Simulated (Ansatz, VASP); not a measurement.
# Two plane-wave programs on Sb2Au

File INCAR:

```
PREC = Accurate ; ENCUT = 520
EDIFF = 1E-8 ; ISMEAR = -1
SIGMA = 0.08 ; LREAL = False
LASPH = True ; NELM = 60
ALGO = Normal ; ISIF = 2
LWAVE = False ; LCHARG = False
GGA = CA ; LEFG = True
NBANDS = 18
```

KPOINTS

```
regular mesh
0
Gamma
  9 9 9
```

POSCAR

```
Sb2Au
1.0
    0.0000000000      3.3500403774      3.3500403774
    3.3500403774      0.0000000000      3.3500403774
    3.3500403774      3.3500403774      0.0000000000
Sb Au
2 1
Direct
    0.2500000000      0.2500000000      0.2500000000
    0.7500000000      0.7500000000      0.7500000000
    0.0000000000      0.0000000000      0.0000000000
```

Input for Ansatz:

```yaml
crystal:
  lattice:
    - [0.0, 3.3500403774, 3.3500403774]
    - [3.3500403774, 0.0, 3.3500403774]
    - [3.3500403774, 3.3500403774, 0.0]
  atoms:
    - { symbol: Sb, position: [0.25, 0.25, 0.25] }
    - { symbol: Sb, position: [0.75, 0.75, 0.75] }
    - { symbol: Au, position: [0.0, 0.0, 0.0] }
kpoints:
  mp_grid: { grid: [9, 9, 9] }
scf:
  occupations: { method: fermi_dirac, width: 0.08 }
hamiltonian:
  xc: lda
  pseudopotentials: { kind: paw }
output:
  forces: true
  stress: true
  eigenvalues: true
  efg: { contact_densities: true }
```

Change from the starting cell: volume scaled by 1.02, PAW files.

Alike in both runs: task electric field gradients; functional LDA; k mesh 9 × 9 × 9; occupations fermi-dirac, width 0.08 eV; no spin polarisation.

```csv
,VASP,Ansatz
version,VASP 6.6.1,Ansatz 0.2.0
potentials or method,"VASP PAW LDA potentials, release 64 (Sb, Au)","PAW with Ansatz's default frozen-core files, scalar-relativistic"
plane-wave cutoff (eV),520,420
valence electrons in the cell,21,49
```

VASP gave:

* pressure (GPa): 1.2

Problem. Which values does Ansatz return?

Solution. Pressure (GPa): 1.0.

LDA's correlation is that of Perdew and Zunger in VASP and of Perdew and Wang (1992) in Ansatz. VASP's potentials hold 21 valence electrons a cell and Ansatz's 49, so a difference there can come from the potentials and not from the codes.

Neither program's run includes spin-orbit coupling.
